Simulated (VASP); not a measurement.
# BN (P6_3mc) in VASP: notebook

Runs on BN. Level: PBE. Tasks: single point.

All numbers are computed with VASP 6.6.1; they aren't measurements. Logs are shortened: lines on timing, memory, paths and dates and some standing lists are left out, and cuts for length are marked.

### Step 1. The cell of the first run

The structure is hexagonal, space group P6_3mc (No. 186). Conventional cell: a = 2.555 Å, b = 2.555 Å, c = 4.225 Å, α = 90.00°, β = 90.00°, γ = 120.00°. B (site symmetry 3m) has 4 N at 1.57 to 1.58 Å within 2.1 Å. N (site symmetry 3m) has 4 B at 1.57 to 1.58 Å within 2.1 Å.

### Step 2. Single point, PBE

The input, INCAR:

```
ALGO = Normal ; EDIFF = 1E-7
ENCUT = 520 ; GGA = PE
ISIF = 2 ; ISMEAR = 0
LASPH = T ; LCHARG = T
LELF = T ; LREAL = F
LVHAR = T ; LWAVE = F
NBANDS = 16 ; NELM = 80
PREC = Accurate ; SIGMA = 0.02
```

The input, KPOINTS:

```
k-points
0
Gamma
  12 12 6
```

The input, POSCAR:

```
BN
1.0
    2.5545800962      0.0000000000      0.0000000000
   -1.2772900481      2.2123312593      0.0000000000
    0.0000000000      0.0000000000      4.2245145363
B N
2 2
Direct
    0.6666666667      0.3333333333      0.9998058548
    0.3333333333      0.6666666667      0.4998058548
    0.6666666667      0.3333333333      0.6251941452
    0.3333333333      0.6666666667      0.1251941452
```

Potentials or basis: VASP PAW PBE potentials, release 64 (B, N).

Started as:

```bash
> cat potpaw_PBE.64/B/POTCAR potpaw_PBE.64/N/POTCAR > POTCAR
> mpirun -np 1 vasp_std > vasp.out
```

OUTCAR:

```text
EDIFF = 1E-7
   ENCUT = 520
   GGA = PE
   ISIF = 2
   ISMEAR = 0
   LASPH = T
   LREAL = F
   NELM = 80
   PREC = Accurate

 ion  position               nearest neighbor table
   1  0.667  0.333  1.000-   4 1.57   4 1.57   4 1.57   3 1.58
   2  0.333  0.667  0.500-   3 1.57   3 1.57   3 1.57   4 1.58
   3  0.667  0.333  0.625-   2 1.57   2 1.57   2 1.57   1 1.58
   4  0.333  0.667  0.125-   1 1.57   1 1.57   1 1.57   2 1.58

  LATTYP: Found a hexagonal cell.
 ALAT       =     2.5545800962
 C/A-ratio  =     1.6537021261

  Lattice vectors:

 A1 = (   2.5545800962,   0.0000000000,   0.0000000000)
 A2 = (  -1.2772900481,   2.2123312593,   0.0000000000)
 A3 = (   0.0000000000,   0.0000000000,   4.2245145363)

Analysis of symmetry for initial positions (statically):
=====================================================================
 Subroutine PRICEL returns:
 Original cell was already a primitive cell.

 Routine SETGRP: Setting up the symmetry group for a
 hexagonal supercell.

 Subroutine GETGRP returns: Found 12 space group operations
 (whereof  6 operations were pure point group operations)
 out of a pool of 24 trial point group operations.

The static configuration has the point symmetry C_3v.
 The point group associated with its full space group is C_6v.

Analysis of symmetry for dynamics (positions and initial velocities):
=====================================================================
 Subroutine PRICEL returns:
 Original cell was already a primitive cell.

 Routine SETGRP: Setting up the symmetry group for a
 hexagonal supercell.

 Subroutine GETGRP returns: Found 12 space group operations
 (whereof  6 operations were pure point group operations)
 out of a pool of 24 trial point group operations.

The dynamic configuration has the point symmetry C_3v.
 The point group associated with its full space group is C_6v.

 Subroutine INISYM returns: Found 12 space group operations
 (whereof  6 operations are pure point group operations),
 and found     1 'primitive' translations

----------------------------------------------------------------------------------------

                                     Primitive cell

  volume of cell :      23.8752

  direct lattice vectors                    reciprocal lattice vectors
     2.554580096  0.000000000  0.000000000     0.391453766  0.226005937  0.000000000
    -1.277290048  2.212331259  0.000000000     0.000000000  0.452011875  0.000000000
     0.000000000  0.000000000  4.224514536     0.000000000  0.000000000  0.236713590

  length of vectors
     2.554580096  2.554580096  4.224514536     0.452011875  0.452011875  0.236713590

  position of ions in fractional coordinates (direct lattice)
     0.666666667  0.333333333  0.999805855
     0.333333333  0.666666667  0.499805855
     0.666666667  0.333333333  0.625194145
     0.333333333  0.666666667  0.125194145

  ion indices of the primitive-cell ions
   primitive index   ion index
                 1           1
                 2           2
                 3           3
                 4           4

----------------------------------------------------------------------------------------

 KPOINTS: k-points

Automatic generation of k-mesh.
 Grid dimensions read from file:
 generate k-points for:   12   12    6

 Generating k-lattice:

  Cartesian coordinates                     Fractional coordinates (reciprocal lattice)
     0.032621147  0.018833828  0.000000000     0.083333333 -0.000000000  0.000000000
     0.000000000  0.037667656  0.000000000     0.000000000  0.083333333  0.000000000
     0.000000000  0.000000000  0.039452265     0.000000000  0.000000000  0.166666667

  Length of vectors
     0.037667656  0.037667656  0.039452265

  Shift w.r.t. Gamma in fractional coordinates (k-lattice)
     0.000000000  0.000000000  0.000000000

 Subroutine IBZKPT returns following result:
 ===========================================

 Found     76 irreducible k-points:

 Following reciprocal coordinates:
            Coordinates               Weight
  0.000000  0.000000  0.000000      1.000000
  0.083333  0.000000  0.000000      6.000000
  0.166667 -0.000000  0.000000      6.000000
  0.250000  0.000000  0.000000      6.000000
  0.333333  0.000000  0.000000      6.000000
  0.416667 -0.000000  0.000000      6.000000
[... 16 lines left out ...]
  0.250000  0.000000  0.166667     12.000000
  0.333333  0.000000  0.166667     12.000000
 [... further k-points ...]
   k-points           NKPTS =     76   k-points in BZ     NKDIM =     76   number of bands    NBANDS=     16
   number of dos      NEDOS =    301   number of ions     NIONS =      4
   total plane-waves  NPLWV =  12800
   dimension x,y,z NGX =    20 NGY =   20 NGZ =   32
   dimension x,y,z NGXF=    40 NGYF=   40 NGZF=   64
   ions per type =               2   2
   NGX,Y,Z   is equivalent  to a cutoff of  13.02, 13.02, 12.59 a.u.
   NGXF,Y,Z  is equivalent  to a cutoff of  26.03, 26.03, 25.19 a.u.
 SYSTEM =  unknown system
   PREC   = accura    normal or accurate (medium, high low for compatibility)
   ISTART =      0    job   : 0-new  1-cont  2-samecut
   ICHARG =      2    charge: 1-file 2-atom 10-const
   ISPIN  =      1    spin polarized calculation?
   LNONCOLLINEAR =      F non collinear calculations
   LSORBIT =      F    spin-orbit coupling
   LASPH  =      T    aspherical Exc in radial PAW
   ENCUT  =  520.0 eV  38.22 Ry    6.18 a.u.   4.75  4.75  7.85*2*pi/ulx,y,z
   NELM   =     80;   NELMIN=  2; NELMDL= -5     # of ELM steps
   EDIFF  = 0.1E-06   stopping-criterion for ELM
   LREAL  =      F    real-space projection
   EDIFFG = 0.1E-05   stopping-criterion for IOM
   NSW    =      0    number of steps for IOM
   IBRION =     -1    ionic relax: 0-MD 1-quasi-New 2-CG
   NFREE  =      0    steps in history (QN), initial steepest desc. (CG)
   ISIF   =      2    stress and relaxation
   ISYM   =      2    0-nonsym 1-usesym 2-fastsym
   POTIM  = 0.5000    time-step for ionic-motion
   TEBEG  =    0.0;   TEEND  =   0.0 temperature during run
   PSTRESS=    0.0 pullay stress
   NELECT =      16.0000    total number of electrons
   NUPDOWN=      -1.0000    fix difference up-down
   EMIN   =  10.00;   EMAX   =-10.00  energy-range for DOS
   EFERMI =   0.00;   METHOD = LEGACY
   ISMEAR =     0;   SIGMA  =   0.02  broadening in eV -4-tet -1-fermi 0-gaus
   EFERMI_NEDOS =   21; number of points for ismear=-14 and -15
   IALGO  =     38    algorithm
   IMIX   =      4    mixing-type and parameters
     AMIX     =   0.40;   BMIX     =  1.00
     AMIX_MAG =   1.60;   BMIX_MAG =  1.00
  volume/ion in A,a.u.               =       5.97        40.28
  Fermi-wavevector in a.u.,A,eV,Ry     =   1.432625  2.707270 27.924811  2.052416
  Thomas-Fermi vector in A             =   2.552232
   LORBIT       =      0    0 simple, 1 ext, 2 COOP (PROOUT), +10 PAW based schemes
   GGA     = PE    functional components
   LHFCALC =     F    Hartree Fock is set to
   AEXX    =    0.0000 exact exchange contribution
   IVDW    =     0    specifies the selected vdW correction
   LEPSILON=     F    determine dielectric tensor
   LRPA    =     F    only Hartree local field effects (RPA)
 non-spin polarized calculation
 Gauss-broadening in eV      SIGMA  =   0.02
  energy-cutoff  :      520.00
  volume of cell :       23.88
 maximum number of plane-waves:       660
 NGX is ok and might be reduce to    20
   NGX =  9   NGY =  9   NGZ = 15

 number of electron      16.0000000 magnetization

 Free energy of the ion-electron system (eV)
  ---------------------------------------------------
  ext. energy  EPLUGINS =         0.00000000
  ---------------------------------------------------
  free energy    TOTEN  =       -34.83273322 eV

  energy without entropy =      -34.83273322  energy(sigma->0) =      -34.83273322

 E-fermi :   7.5249     XC(G=0): -12.7612

 val. band max:        7.4285509523   @ k =   0.0000   0.0000   0.0000
 cond. band min:      12.6390055172   @ k =   0.3333   0.3333   0.0000
 fundamental gap:      5.2104545649
 Fermi energy:         7.5249016944

 k-point     1 :       0.0000    0.0000    0.0000
  band No.  band energies     occupation
      1     -12.8569      2.00000
      2      -8.7495      2.00000
      3      -3.3904      2.00000
      4       5.3255      2.00000
      5       5.3255      2.00000
      6       7.1663      2.00000
[... 8 lines left out ...]
     15      19.2527      0.00000
     16      23.5175      0.00000

 k-point     2 :       0.0833    0.0000    0.0000
  band No.  band energies     occupation
      1     -12.7070      2.00000
      2      -8.6349      2.00000
      3      -3.2416      2.00000
      4       4.6375      2.00000
      5       5.0461      2.00000
      6       6.8555      2.00000
[... 8 lines left out ...]
     15      19.6881      0.00000
     16      23.2947      0.00000

 k-point     3 :       0.1667   -0.0000    0.0000
  band No.  band energies     occupation
      1     -12.2621      2.00000
      2      -8.3068      2.00000
      3      -2.8012      2.00000
      4       2.9851      2.00000
      5       4.3899      2.00000
      6       5.4489      2.00000
[... 8 lines left out ...]
     15      20.8210      0.00000
     16      22.6541      0.00000

 k-point     4 :       0.2500    0.0000    0.0000
  band No.  band energies     occupation
      1     -11.5397      2.00000
      2      -7.8278      2.00000
      3      -2.0901      2.00000
      4       1.0301      2.00000
      5       3.6547      2.00000
      6       3.6927      2.00000
[... 8 lines left out ...]
     15      22.2862      0.00000
     16      22.7218      0.00000
[... 324 lines left out ...]
 k-point    22 :       0.1667   -0.0000    0.1667
  band No.  band energies     occupation
      1     -12.1004      2.00000
      2      -8.8261      2.00000
      3      -2.0198      2.00000
      4       3.1290      2.00000
      5       4.5201      2.00000
      6       5.0111      2.00000
[... 8 lines left out ...]
     15      20.5099      0.00000
     16      22.6192      0.00000

 k-point    23 :       0.2500    0.0000    0.1667
  band No.  band energies     occupation
      1     -11.3830      2.00000
      2      -8.2888      2.00000
      3      -1.4549      2.00000
      4       1.2484      2.00000
      5       3.2619      2.00000
      6       3.7922      2.00000
[... 8 lines left out ...]
     15      21.9548      0.00000
     16      22.7916      0.00000

 k-point    24 :       0.3333    0.0000    0.1667
  band No.  band energies     occupation
      1     -10.4351      2.00000
      2      -7.7134      2.00000
      3      -1.3128      2.00000
      4       0.1263      2.00000
      5       1.4972      2.00000
      6       3.1778      2.00000
[... 8 lines left out ...]
     15      23.3241      0.00000
     16      23.5744      0.00000

 [... further k-points ...]
[... 5 lines left out ...]
  --------------------------------------------------------------------------------------
  -------------------------------------------------------------------------------------
  Total        0.0340993      0.0340993      0.0312922      0.0000000      0.0000000      0.0000000
  in kB        2.2882788      2.2882788      2.0999047      0.0000000      0.0000000      0.0000000
  external PRESSURE =       2.2254874 kB  Pullay stress =       0.0000000 kB

 VOLUME and BASIS-vectors are now :
 -----------------------------------------------------------------------------
  energy-cutoff  :      520.00
  volume of cell :       23.88
      direct lattice vectors                 reciprocal lattice vectors
     2.554580096  0.000000000  0.000000000     0.391453766  0.226005937  0.000000000
    -1.277290048  2.212331259  0.000000000     0.000000000  0.452011875  0.000000000
     0.000000000  0.000000000  4.224514536     0.000000000  0.000000000  0.236713590

 POSITION                                       TOTAL-FORCE (eV/Angst)
 -----------------------------------------------------------------------------------
      1.27729      0.73744      4.22369         0.000000      0.000000     -0.001030
     -0.00000      1.47489      2.11144        -0.000000      0.000000     -0.001030
      1.27729      0.73744      2.64114         0.000000      0.000000      0.001030
     -0.00000      1.47489      0.52888        -0.000000      0.000000      0.001030
 -----------------------------------------------------------------------------------
    total drift:                                0.000000      0.000000      0.000154

  FREE ENERGIE OF THE ION-ELECTRON SYSTEM (eV)
  ---------------------------------------------------
  free  energy   TOTEN  =       -34.8327332157 eV

  energy  without entropy=      -34.8327332157  energy(sigma->0) =      -34.83273322
```

It took 10 s on 1 thread of Intel Xeon 6975P-C (Granite Rapids), shared host; peak memory 0.14 GiB.

Results:

| Item | Value |
| --- | --- |
| Free energy | -34.8327 eV |
| Pressure | 0.2 GPa |
| Band gap on the k mesh | 5.21 eV, indirect (least direct gap 8.24 eV) |

A k mesh can miss the band edges. PBE gaps usually lie below the measured ones, often by a third to a half.

### Step 3. Single point, PBE

The input, INCAR:

```
SYSTEM = BN
ALGO = Normal
EDIFF = 1E-7
ENCUT = 520
GGA = PE
ISIF = 2
ISMEAR = 0
LASPH = .TRUE.
LCHARG = .TRUE.
LELF = .TRUE.
LREAL = .FALSE.
LVHAR = .TRUE.
LWAVE = .FALSE.
NBANDS = 16
NELM = 60
PREC = Accurate
SIGMA = 0.02
```

The input, KPOINTS:

```
k-points
0
G
  12 12 6
  0 0 0
```

The input, POSCAR:

```
BN
1.0
    2.5539396017      0.0000000000      0.0000000000
   -1.2769698009      2.2117765748      0.0000000000
    0.0000000000      0.0000000000      4.2268550000
B N
2 2
Direct
    0.6666666700      0.3333333300      0.9997240000
    0.3333333300      0.6666666700      0.4997240000
    0.6666666700      0.3333333300      0.6252760000
    0.3333333300      0.6666666700      0.1252760000
```

Potentials or basis: VASP PAW PBE potentials, release 64 (B, N).

Started as:

```bash
> cat potpaw_PBE.64/B/POTCAR potpaw_PBE.64/N/POTCAR > POTCAR
> mpirun -np 1 vasp_std > vasp.out
```

Wall time 10 s (1 thread of Intel Xeon 6975P-C (Granite Rapids), shared host); peak memory 0.14 GiB.

Results (log left out):

```
Free energy            : -34.8327 eV
Pressure               : 0.2 GPa
Largest force          : 0.014 eV/Å
Band gap on the k mesh : 5.20 eV, indirect (least direct gap 8.23 eV)
```

Forces on the atoms (eV/Å):
```
B    0.000  0.000  0.014
B    0.000  0.000  0.014
N    0.000  0.000 -0.014
N    0.000  0.000 -0.014
```

Stress tensor (GPa, compression positive):
```
 0.45  0.00  0.00
 0.00  0.45  0.00
 0.00  0.00 -0.32
```

Levels at points of the mesh, in eV from the valence-band top:
```csv
k point,band 4,band 5,band 6,band 7,band 8,band 9,band 10,band 11,band 12,band 13
"(0.00, 0.00, 0.00)",-2.10,-2.10,-0.28,0.00,0.00,8.33,8.33,8.53,9.42,10.63
"(0.50, 0.00, 0.00)",-7.75,-6.86,-4.93,-4.37,-2.09,6.68,7.93,10.55,11.39,12.79
"(0.00, 0.00, 0.50)",-5.68,-1.16,-1.16,-1.16,-1.16,9.41,9.41,9.88,9.88,9.88
"(0.50, 0.00, 0.50)",-9.94,-3.73,-3.73,-3.55,-3.55,6.55,6.55,9.97,9.97,14.17
```

A k mesh can miss the band edges. As with any semilocal functional, this PBE gap is likely too small.

### Step 4. Single point, PBE (volume scaled by 1.03, then relaxed in part)

The input, INCAR:

```
  PREC = Accurate
  ENCUT = 520
  EDIFF = 1E-6
  ISMEAR = 0
  SIGMA = 0.02
  LREAL = False
  LASPH = True
  NELM = 100
  ALGO = Normal
  ISIF = 2
  LWAVE = False
  LCHARG = True
  GGA = PE
  LELF = True
  LVHAR = True
  NBANDS = 16
```

The input, KPOINTS:

```
Automatic mesh
0
Gamma
  12 12 6
```

The input, POSCAR:

```
BN
1.0
    2.5799718655      0.0000000000      0.0000000000
   -1.2899859328      2.2343211765      0.0000000000
    0.0000000000      0.0000000000      4.2660224997
B N
2 2
Direct
    0.6666666667      0.3333333333      0.9999286778
    0.3333333333      0.6666666667      0.4999286778
    0.6666666667      0.3333333333      0.6250713222
    0.3333333333      0.6666666667      0.1250713222
```

Started as:

```bash
> cat potpaw_PBE.64/B/POTCAR potpaw_PBE.64/N/POTCAR > POTCAR
> mpirun -np 1 vasp_std > vasp.out
```

Wall time 12 s (1 thread of Intel Xeon 6975P-C (Granite Rapids), shared host); peak memory 0.14 GiB.

Results (log left out):

```yaml
Free_energy: -34.8110 eV
Pressure: -10.3 GPa
Band_gap_on_the_k_mesh: 5.27 eV, indirect (least direct gap 8.10 eV)
```

Levels at points of the mesh, in eV from the valence-band top:
```
           k point  band 6  band 7  band 8  band 9  band 10  band 11
(0.00, 0.00, 0.00)   -0.24    0.00    0.00    8.22     8.22     8.37
(0.50, 0.00, 0.00)   -4.79   -4.20   -2.03    6.57     7.86    10.42
(0.00, 0.00, 0.50)   -1.13   -1.13   -1.13    9.13     9.13     9.72
(0.50, 0.00, 0.50)   -3.62   -3.43   -3.43    6.45     6.45     9.77
```

(Continued in part 2 of 2.)
